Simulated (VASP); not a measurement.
Wanted: the native input for a VASP 6.6.1 run.

```yaml
Task: single point
Functional: PBE
Potentials_or_basis: VASP PAW PBE potentials, release 64 (Cu, Cl)
Cutoff: 520 eV
k_mesh: 12 × 12 × 16
Occupations: gaussian, width 0.1 eV
Spin: collinear spin
Starting_moments: "[0.0, 0.12, 0.12] μB"
Dipole_correction: no
Further_INCAR_settings: ALGO = Normal; EDIFF = 1e-07; NBANDS = 24
```

The structure of CuCl2 lies in POSCAR:

```
CuCl2
1.0
    4.6831998149      0.0000000027      0.0000000000
   -2.3415999098      4.0557700094      0.0000000000
    0.0000000000      0.0000000000      3.2435037532
Cu Cl
1 2
Direct
    0.0000000000      0.0000000000      0.0000000000
    0.3333333333      0.6666666667      0.5000000000
    0.6666666667      0.3333333333      0.5000000000
```

The cell was generated, and may not be a known phase.

These files were run (other wordings do the same):

INCAR

```
ALGO = Normal
EDIFF = 1E-7
ENCUT = 520
GGA = PE
ISIF = 2
ISMEAR = 0
ISPIN = 2
LASPH = T
LCHARG = F
LMAXMIX = 4
LORBIT = 11
LREAL = F
LWAVE = F
MAGMOM = 0 0.12 0.12
NBANDS = 24
NELM = 150
PREC = Accurate
SIGMA = 0.1
```

KPOINTS

```
k-points
0
Gamma
  12 12 16
```

Potentials or basis: VASP PAW PBE potentials, release 64 (Cu, Cl).

The run is started by

```sh
$ cat potpaw_PBE.64/Cu/POTCAR potpaw_PBE.64/Cl/POTCAR > POTCAR
$ mpirun -np 1 vasp_std > vasp.out
```

It gave:

| Property | Result |
| --- | --- |
| Pressure | -0.1 GPa |
| Net moment | 0.00 μB per cell |
| Valence electrons inside the program's atomic spheres | Cu 9.60; Cl 5.00 |

Run time: 3.5 min on 1 thread of Intel(R) Xeon(R) 6975P-C (Granite Rapids) (shared host), peak memory 0.46 GiB.
